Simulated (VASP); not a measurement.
# BP (F-43m) in VASP: further runs

The runs below take BP through single point, relaxation of cell and atoms, with r2SCAN.

Everything below comes from runs of VASP 6.6.1. Logs are shortened: lines on timing, memory, paths and dates and some standing lists are left out, and cuts for length are marked.

## Step 1: The cell of the first run

The structure is cubic, space group F-43m (No. 216). The conventional cell has a = 4.537 Å, b = 4.537 Å, c = 4.537 Å, α = 90.00°, β = 90.00°, γ = 90.00°. B (site symmetry -43m) has 4 P at 1.96 Å within 2.6 Å. P (site symmetry -43m) has 4 B at 1.96 Å within 2.6 Å.

## Step 2: Single point, r2SCAN

File POSCAR:

```
BP
1.0
    0.0000000000      2.2682668195      2.2682668195
    2.2682668195      0.0000000000      2.2682668195
    2.2682668195      2.2682668195      0.0000000000
B P
1 1
Direct
    0.0000000000      0.0000000000      0.0000000000
    0.7500000000      0.7500000000      0.7500000000
```

File INCAR.step1:

```
PREC     = Accurate       # precision mode
ENCUT    = 550            # plane-wave cutoff, eV
ISMEAR   = 0              # smearing method
SIGMA    = 0.02           # smearing width, eV
LREAL    = F              # projectors in reciprocal space
LASPH    = T              # aspherical terms in the spheres
NELM     = 120            # most SCF steps
NBANDS   = 11             # bands
GGA      = PE             # functional
ALGO     = Normal         # electronic algorithm
EDIFF    = 1E-5           # SCF threshold, eV
LWAVE    = T              # write WAVECAR
LCHARG   = F              # write CHGCAR
GGA_COMPAT= F
```

File INCAR.step2:

```
PREC     = Accurate       # precision mode
ENCUT    = 550            # plane-wave cutoff, eV
EDIFF    = 1E-6           # SCF threshold, eV
ISMEAR   = 0              # smearing method
SIGMA    = 0.02           # smearing width, eV
LREAL    = F              # projectors in reciprocal space
LASPH    = T              # aspherical terms in the spheres
NELM     = 120            # most SCF steps
ALGO     = Normal         # electronic algorithm
ISIF     = 2              # what is computed and relaxed
LWAVE    = F              # write WAVECAR
LCHARG   = T              # write CHGCAR
METAGGA  = R2SCAN         # meta-GGA
LMIXTAU  = T            
LELF     = T              # ELF
LVHAR    = T            
NBANDS   = 11             # bands
ISTART   = 1            
GGA_COMPAT= F
```

File KPOINTS:

```
regular mesh
0
Gamma
  10 10 10
```

Potentials or basis: VASP PAW PBE potentials, release 64 (B, P).

The run is started by

```bash
$ cat potpaw_PBE.64/B/POTCAR potpaw_PBE.64/P/POTCAR > POTCAR
$ cp INCAR.step1 INCAR
$ mpirun -np 1 vasp_std > vasp.out
$ cp INCAR.step2 INCAR
$ mpirun -np 1 vasp_std > vasp.out
```

OUTCAR:

```text
PREC = Accurate
   ENCUT = 550
   EDIFF = 1E-6
   ISMEAR = 0
   LREAL = F
   LASPH = T
   NELM = 120
   ISIF = 2
   METAGGA = R2SCAN
   ISTART = 1

 ion  position               nearest neighbor table
   1  0.000  0.000  0.000-   2 1.96   2 1.96   2 1.96   2 1.96
   2  0.750  0.750  0.750-   1 1.96   1 1.96   1 1.96   1 1.96

  LATTYP: Found a face centered cubic cell.
 ALAT       =     4.5365336390

  Lattice vectors:

 A1 = (   0.0000000000,   2.2682668195,   2.2682668195)
 A2 = (   2.2682668195,   0.0000000000,   2.2682668195)
 A3 = (   2.2682668195,   2.2682668195,   0.0000000000)

Analysis of symmetry for initial positions (statically):
=====================================================================
 Subroutine PRICEL returns:
 Original cell was already a primitive cell.

 Routine SETGRP: Setting up the symmetry group for a
 face centered cubic supercell.

 Subroutine GETGRP returns: Found 24 space group operations
 (whereof 24 operations were pure point group operations)
 out of a pool of 48 trial point group operations.

The static configuration has the point symmetry T_d .

Analysis of symmetry for dynamics (positions and initial velocities):
=====================================================================
 Subroutine PRICEL returns:
 Original cell was already a primitive cell.

 Routine SETGRP: Setting up the symmetry group for a
 face centered cubic supercell.

 Subroutine GETGRP returns: Found 24 space group operations
 (whereof 24 operations were pure point group operations)
 out of a pool of 48 trial point group operations.

The dynamic configuration has the point symmetry T_d .

 Subroutine INISYM returns: Found 24 space group operations
 (whereof 24 operations are pure point group operations),
 and found     1 'primitive' translations

----------------------------------------------------------------------------------------

                                     Primitive cell

  volume of cell :      23.3406

  direct lattice vectors                    reciprocal lattice vectors
     0.000000000  2.268266819  2.268266819    -0.220432621  0.220432621  0.220432621
     2.268266819  0.000000000  2.268266819     0.220432621 -0.220432621  0.220432621
     2.268266819  2.268266819  0.000000000     0.220432621  0.220432621 -0.220432621

  length of vectors
     3.207813699  3.207813699  3.207813699     0.381800499  0.381800499  0.381800499

  position of ions in fractional coordinates (direct lattice)
     0.000000000  0.000000000  0.000000000
     0.750000000  0.750000000  0.750000000

  ion indices of the primitive-cell ions
   primitive index   ion index
                 1           1
                 2           2

----------------------------------------------------------------------------------------

 KPOINTS: regular mesh

Automatic generation of k-mesh.
 Grid dimensions read from file:
 generate k-points for:   10   10   10

 Generating k-lattice:

  Cartesian coordinates                     Fractional coordinates (reciprocal lattice)
    -0.022043262  0.022043262  0.022043262     0.100000000  0.000000000  0.000000000
     0.022043262 -0.022043262  0.022043262     0.000000000  0.100000000  0.000000000
     0.022043262  0.022043262 -0.022043262     0.000000000  0.000000000  0.100000000

  Length of vectors
     0.038180050  0.038180050  0.038180050

  Shift w.r.t. Gamma in fractional coordinates (k-lattice)
     0.000000000  0.000000000  0.000000000

 Subroutine IBZKPT returns following result:
 ===========================================

 Found     47 irreducible k-points:

 Following reciprocal coordinates:
            Coordinates               Weight
  0.000000  0.000000  0.000000      1.000000
  0.100000  0.000000  0.000000      8.000000
  0.200000  0.000000  0.000000      8.000000
  0.300000  0.000000  0.000000      8.000000
  0.400000  0.000000  0.000000      8.000000
  0.500000  0.000000  0.000000      4.000000
[... 16 lines left out ...]
  0.300000  0.300000  0.000000      6.000000
  0.400000  0.300000  0.000000     24.000000
 [... further k-points ...]
   k-points           NKPTS =     47   k-points in BZ     NKDIM =     47   number of bands    NBANDS=     11
   number of dos      NEDOS =    301   number of ions     NIONS =      2
   total plane-waves  NPLWV =  21952
   dimension x,y,z NGX =    28 NGY =   28 NGZ =   28
   dimension x,y,z NGXF=    56 NGYF=   56 NGZF=   56
   ions per type =               1   1
   NGX,Y,Z   is equivalent  to a cutoff of  14.51, 14.51, 14.51 a.u.
   NGXF,Y,Z  is equivalent  to a cutoff of  29.02, 29.02, 29.02 a.u.
 SYSTEM =  unknown system
   PREC   = accura    normal or accurate (medium, high low for compatibility)
   ISTART =      1    job   : 0-new  1-cont  2-samecut
   ICHARG =      0    charge: 1-file 2-atom 10-const
   ISPIN  =      1    spin polarized calculation?
   LNONCOLLINEAR =      F non collinear calculations
   LSORBIT =      F    spin-orbit coupling
   LASPH  =      T    aspherical Exc in radial PAW
   ENCUT  =  550.0 eV  40.42 Ry    6.36 a.u.   6.13  6.13  6.13*2*pi/ulx,y,z
   NELM   =    120;   NELMIN=  2; NELMDL=  0     # of ELM steps
   EDIFF  = 0.1E-05   stopping-criterion for ELM
   LREAL  =      F    real-space projection
   EDIFFG = 0.1E-04   stopping-criterion for IOM
   NSW    =      0    number of steps for IOM
   IBRION =     -1    ionic relax: 0-MD 1-quasi-New 2-CG
   NFREE  =      0    steps in history (QN), initial steepest desc. (CG)
   ISIF   =      2    stress and relaxation
   ISYM   =      2    0-nonsym 1-usesym 2-fastsym
   POTIM  = 0.5000    time-step for ionic-motion
   TEBEG  =    0.0;   TEEND  =   0.0 temperature during run
   PSTRESS=    0.0 pullay stress
   NELECT =       8.0000    total number of electrons
   NUPDOWN=      -1.0000    fix difference up-down
   EMIN   =  10.00;   EMAX   =-10.00  energy-range for DOS
   EFERMI =   0.00;   METHOD = LEGACY
   ISMEAR =     0;   SIGMA  =   0.02  broadening in eV -4-tet -1-fermi 0-gaus
   EFERMI_NEDOS =   21; number of points for ismear=-14 and -15
   IALGO  =     38    algorithm
   IMIX   =      4    mixing-type and parameters
     AMIX     =   0.40;   BMIX     =  1.00
     AMIX_MAG =   1.60;   BMIX_MAG =  1.00
  volume/ion in A,a.u.               =      11.67        78.76
  Fermi-wavevector in a.u.,A,eV,Ry     =   1.145691  2.165041 17.859102  1.312607
  Thomas-Fermi vector in A             =   2.282378
   LORBIT       =      0    0 simple, 1 ext, 2 COOP (PROOUT), +10 PAW based schemes
   METAGGA = R2SCAN    functional components
   LHFCALC =     F    Hartree Fock is set to
   AEXX    =    0.0000 exact exchange contribution
   IVDW    =     0    specifies the selected vdW correction
   LEPSILON=     F    determine dielectric tensor
   LRPA    =     F    only Hartree local field effects (RPA)
 non-spin polarized calculation
 Gauss-broadening in eV      SIGMA  =   0.02
  energy-cutoff  :      550.00
  volume of cell :       23.34
 maximum number of plane-waves:       701
 NGX is ok and might be reduce to    28
   NGX = 13   NGY = 13   NGZ = 13

 number of electron       8.0000000 magnetization

 Free energy of the ion-electron system (eV)
  ---------------------------------------------------
  ext. energy  EPLUGINS =         0.00000000
  ---------------------------------------------------
  free energy    TOTEN  =       -17.31235589 eV

  energy without entropy =      -17.31235589  energy(sigma->0) =      -17.31235589

 E-fermi :   7.5255     XC(G=0): -11.5052

 val. band max:        7.4000958239   @ k =   0.0000   0.0000   0.0000
 cond. band min:       8.8458028976   @ k =   0.4000   0.4000   0.0000
 fundamental gap:      1.4457070738
 Fermi energy:         7.5255402435

 k-point     1 :       0.0000    0.0000    0.0000
  band No.  band energies     occupation
      1      -8.8678      2.00000
      2       7.4001      2.00000
      3       7.4001      2.00000
      4       7.4001      2.00000
      5      11.0423      0.00000
      6      11.0423      0.00000
      7      11.0423      0.00000
      8      15.4264      0.00000
      9      19.8121      0.00000
     10      20.0501      0.00000
     11      20.0501      0.00000

 k-point     2 :       0.1000    0.0000    0.0000
  band No.  band energies     occupation
      1      -8.6783      2.00000
      2       6.0293      2.00000
      3       7.0883      2.00000
      4       7.0883      2.00000
      5      11.4768      0.00000
      6      11.4768      0.00000
      7      11.5335      0.00000
      8      15.9669      0.00000
      9      19.3755      0.00000
     10      19.3755      0.00000
     11      20.4035      0.00000

 k-point     3 :       0.2000    0.0000    0.0000
  band No.  band energies     occupation
      1      -8.1170      2.00000
      2       3.5644      2.00000
      3       6.4954      2.00000
      4       6.4954      2.00000
      5      11.7843      0.00000
      6      12.2440      0.00000
      7      12.2440      0.00000
      8      17.2133      0.00000
      9      18.7769      0.00000
     10      18.7769      0.00000
     11      21.2637      0.00000

 k-point     4 :       0.3000    0.0000    0.0000
  band No.  band energies     occupation
      1      -7.2155      2.00000
      2       1.0814      2.00000
      3       5.9756      2.00000
      4       5.9756      2.00000
      5      11.7046      0.00000
      6      12.5908      0.00000
      7      12.5908      0.00000
      8      18.1914      0.00000
      9      19.4158      0.00000
     10      19.4158      0.00000
     11      21.4996      0.00000
[... 239 lines left out ...]
 k-point    22 :      -0.2000    0.2000    0.0000
  band No.  band energies     occupation
      1      -6.9082      2.00000
      2       1.8585      2.00000
      3       3.0213      2.00000
      4       6.0795      2.00000
      5      12.2476      0.00000
      6      13.0900      0.00000
      7      14.2342      0.00000
      8      16.3881      0.00000
      9      17.3823      0.00000
     10      21.9566      0.00000
     11      24.2532      0.00000

 k-point    23 :       0.3000    0.3000    0.0000
  band No.  band energies     occupation
      1      -6.6405      2.00000
      2       2.2837      2.00000
      3       3.9967      2.00000
      4       3.9967      2.00000
      5       9.1385      0.00000
      6      11.6512      0.00000
      7      16.8982      0.00000
      8      16.8982      0.00000
      9      21.4080      0.00000
     10      22.4522      0.00000
     11      25.0597      0.00000

 k-point    24 :       0.4000    0.3000    0.0000
  band No.  band energies     occupation
      1      -5.7690      2.00000
      2       0.8757      2.00000
      3       3.1397      2.00000
      4       3.6849      2.00000
      5       9.4411      0.00000
      6      11.3494      0.00000
      7      17.5578      0.00000
      8      17.5658      0.00000
      9      22.4529      0.00000
     10      23.4361      0.00000
     11      25.5606      0.00000

 [... further k-points ...]
[... 5 lines left out ...]
  --------------------------------------------------------------------------------------
  -------------------------------------------------------------------------------------
  Total       -0.0749666     -0.0749666     -0.0749666      0.0000000      0.0000000      0.0000000
  in kB       -5.1459581     -5.1459581     -5.1459581      0.0000000      0.0000000      0.0000000
  external PRESSURE =      -5.1459581 kB  Pullay stress =       0.0000000 kB

 VOLUME and BASIS-vectors are now :
 -----------------------------------------------------------------------------
  energy-cutoff  :      550.00
  volume of cell :       23.34
      direct lattice vectors                 reciprocal lattice vectors
     0.000000000  2.268266819  2.268266819    -0.220432621  0.220432621  0.220432621
     2.268266819  0.000000000  2.268266819     0.220432621 -0.220432621  0.220432621
     2.268266819  2.268266819  0.000000000     0.220432621  0.220432621 -0.220432621

 POSITION                                       TOTAL-FORCE (eV/Angst)
 -----------------------------------------------------------------------------------
      0.00000      0.00000      0.00000         0.000000      0.000000     -0.000000
      3.40240      3.40240      3.40240        -0.000000     -0.000000      0.000000
 -----------------------------------------------------------------------------------
    total drift:                                0.000000      0.000000      0.000000

  FREE ENERGIE OF THE ION-ELECTRON SYSTEM (eV)
  ---------------------------------------------------
  free  energy   TOTEN  =       -17.3123558931 eV

  energy  without entropy=      -17.3123558931  energy(sigma->0) =      -17.31235589
```

Run time: 2.2 min. Hardware: 1 thread of AMD EPYC 7R13, shared host; peak memory 0.13 GiB.

What came out:

```yaml
Free_energy: -17.3124 eV
Pressure: -0.5 GPa
Band_gap_on_the_k_mesh: 1.45 eV, indirect (least direct gap 3.64 eV)
```

Caveat: the PAW data sets were made with another functional, which shifts forces and pressure a little. r2SCAN opens gaps a little over a GGA but as a rule still falls short of measured ones.

[end of part 1 of 2]
